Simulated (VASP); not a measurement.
# Cu3N (Pm-3m) in VASP: notebook, part 2 of 2

VASP 6.6.1. The steps go on from the part before.

### Step 5. Single point, PBE (13.60 Å³/atom)

This run uses another cell than the first one, of 13.60 Å³/atom.

File INCAR:

```
ALGO = Normal
EDIFF = 1E-6
ENCUT = 600
GGA = PE
GGA_COMPAT = F
ISIF = 2
ISMEAR = 0
LASPH = T
LCHARG = T
LELF = T
LREAL = F
LVHAR = T
LWAVE = F
NBANDS = 27
NELM = 120
PREC = Accurate
SIGMA = 0.01
```

File KPOINTS:

```
k-points
0
Gamma
  10 10 10
```

File POSCAR:

```
Cu3N
1.0
    3.7886283176      0.0000000000      0.0000000000
    0.0000000000      3.7886283176      0.0000000000
    0.0000000000      0.0000000000      3.7886283176
Cu N
3 1
Direct
    0.5000000000      0.0000000000      0.0000000000
    0.0000000000      0.5000000000      0.0000000000
    0.0000000000      0.0000000000      0.5000000000
    0.0000000000      0.0000000000      0.0000000000
```

Potentials or basis: VASP PAW PBE potentials, release 64 (Cu, N).

The run is started by

```bash
$ cat potpaw_PBE.64/Cu/POTCAR potpaw_PBE.64/N/POTCAR > POTCAR
$ mpirun -np 1 vasp_std > vasp.out
```

OUTCAR:

```text
EDIFF = 1E-6
   ENCUT = 600
   GGA = PE
   ISIF = 2
   ISMEAR = 0
   LASPH = T
   LREAL = F
   NELM = 120
   PREC = Accurate

 ion  position               nearest neighbor table
   1  0.500  0.000  0.000-   4 1.89   4 1.89   2 2.68   3 2.68   2 2.68   2 2.68   3 2.68   3 2.68
                             3 2.68   2 2.68
   2  0.000  0.500  0.000-   4 1.89   4 1.89   1 2.68   3 2.68   1 2.68   3 2.68   3 2.68   3 2.68
                             1 2.68   1 2.68
   3  0.000  0.000  0.500-   4 1.89   4 1.89   1 2.68   1 2.68   2 2.68   2 2.68   2 2.68   2 2.68
                             1 2.68   1 2.68
   4  0.000  0.000  0.000-   1 1.89   2 1.89   3 1.89   3 1.89   2 1.89   1 1.89

  LATTYP: Found a simple cubic cell.
 ALAT       =     3.7886283176

  Lattice vectors:

 A1 = (   3.7886283176,   0.0000000000,   0.0000000000)
 A2 = (   0.0000000000,   3.7886283176,   0.0000000000)
 A3 = (   0.0000000000,   0.0000000000,   3.7886283176)

Analysis of symmetry for initial positions (statically):
=====================================================================
 Subroutine PRICEL returns:
 Original cell was already a primitive cell.

 Routine SETGRP: Setting up the symmetry group for a
 simple cubic supercell.

 Subroutine GETGRP returns: Found 48 space group operations
 (whereof 48 operations were pure point group operations)
 out of a pool of 48 trial point group operations.

The static configuration has the point symmetry O_h .

Analysis of symmetry for dynamics (positions and initial velocities):
=====================================================================
 Subroutine PRICEL returns:
 Original cell was already a primitive cell.

 Routine SETGRP: Setting up the symmetry group for a
 simple cubic supercell.

 Subroutine GETGRP returns: Found 48 space group operations
 (whereof 48 operations were pure point group operations)
[... 122 lines left out ...]
   EFERMI_NEDOS =   21; number of points for ismear=-14 and -15
   IALGO  =     38    algorithm
   IMIX   =      4    mixing-type and parameters
     AMIX     =   0.40;   BMIX     =  1.00
     AMIX_MAG =   1.60;   BMIX_MAG =  1.00
  volume/ion in A,a.u.               =      13.60        91.75
  Fermi-wavevector in a.u.,A,eV,Ry     =   1.452738  2.745277 28.714393  2.110448
  Thomas-Fermi vector in A             =   2.570086
   LORBIT       =      0    0 simple, 1 ext, 2 COOP (PROOUT), +10 PAW based schemes
   GGA     = PE    functional components
   LHFCALC =     F    Hartree Fock is set to
   AEXX    =    0.0000 exact exchange contribution
   IVDW    =     0    specifies the selected vdW correction
   LEPSILON=     F    determine dielectric tensor
   LRPA    =     F    only Hartree local field effects (RPA)
 non-spin polarized calculation
 Gauss-broadening in eV      SIGMA  =   0.01
  energy-cutoff  :      600.00
  volume of cell :       54.38
 maximum number of plane-waves:      1856
   NGX = 15   NGY = 15   NGZ = 15

 number of electron      37.9999989 magnetization

 Free energy of the ion-electron system (eV)
  ---------------------------------------------------
  ext. energy  EPLUGINS =         0.00000000
  ---------------------------------------------------
  free energy    TOTEN  =       -18.36531424 eV

  energy without entropy =      -18.36531424  energy(sigma->0) =      -18.36531424

 E-fermi :   5.1811     XC(G=0): -10.8957

 val. band max:        5.1379215359   @ k =   0.5000   0.5000   0.5000
 cond. band min:       5.2836443121   @ k =   0.5000   0.5000   0.0000
 fundamental gap:      0.1457227762
 Fermi energy:         5.1810877821

 k-point     1 :       0.0000    0.0000    0.0000
  band No.  band energies     occupation
      1     -11.8734      2.00000
      2      -0.2327      2.00000
      3       0.2567      2.00000
      4       0.2567      2.00000
      5       0.2567      2.00000
      6       1.1659      2.00000
[... 709 lines left out ...]
     26      14.4497      0.00000
     27      15.5314      0.00000

 [... further k-points ...]

------------------------ aborting loop because EDIFF is reached ----------------------------------------

  FORCE on cell =-STRESS in cart. coord.  units (eV):
  Direction    XX          YY          ZZ          XY          YZ          ZX
  --------------------------------------------------------------------------------------
  -------------------------------------------------------------------------------------
  Total        1.5598319      1.5598319      1.5598319      0.0000000     -0.0000000      0.0000000
  in kB       45.9560156     45.9560156     45.9560156      0.0000000     -0.0000000      0.0000000
  external PRESSURE =      45.9560156 kB  Pullay stress =       0.0000000 kB

 VOLUME and BASIS-vectors are now :
 -----------------------------------------------------------------------------
  energy-cutoff  :      600.00
  volume of cell :       54.38
      direct lattice vectors                 reciprocal lattice vectors
     3.788628318  0.000000000  0.000000000     0.263947771  0.000000000  0.000000000
     0.000000000  3.788628318  0.000000000     0.000000000  0.263947771  0.000000000
     0.000000000  0.000000000  3.788628318     0.000000000  0.000000000  0.263947771

 POSITION                                       TOTAL-FORCE (eV/Angst)
 -----------------------------------------------------------------------------------
      1.89431      0.00000      0.00000         0.000000      0.000000      0.000000
      0.00000      1.89431      0.00000         0.000000      0.000000      0.000000
      0.00000      0.00000      1.89431         0.000000      0.000000      0.000000
      0.00000      0.00000      0.00000         0.000000      0.000000      0.000000
 -----------------------------------------------------------------------------------
    total drift:                                0.000000      0.000000      0.000000

  FREE ENERGIE OF THE ION-ELECTRON SYSTEM (eV)
  ---------------------------------------------------
  free  energy   TOTEN  =       -18.3653142379 eV

  energy  without entropy=      -18.3653142379  energy(sigma->0) =      -18.36531424
```

Run time: 2.5 min. Hardware: 1 thread of Intel Xeon 8259CL, shared host; peak memory 0.22 GiB.

What came out:

| Property | Result |
| --- | --- |
| Free energy | -18.3653 eV |
| Pressure | 4.6 GPa |
| Band gap on the k mesh | 0.15 eV (least direct gap 0.69 eV) |

Caveat: the cell stands under pressure. A k mesh can miss the band edges.

### Step 6. The runs side by side

```tsv
cell	gap on the mesh (eV)	pressure (GPa)
a = 3.668 Å, 4 atoms	none	20.9
a = 3.709 Å, 4 atoms	none	14.4
a = 3.749 Å, 4 atoms	0.04	9.2
a = 3.789 Å, 4 atoms	0.15	4.6
```

Alike in all rows: task single point; level PBE; potentials or basis VASP PAW PBE potentials, release 64 (Cu, N); no spin polarisation; k mesh 10 × 10 × 10; cutoff (eV) 600; smearing gaussian 0.01 eV.

Caveats: the cell stands under pressure.

Total energies depend on the potentials used, so only differences within one code and one set of settings carry meaning.
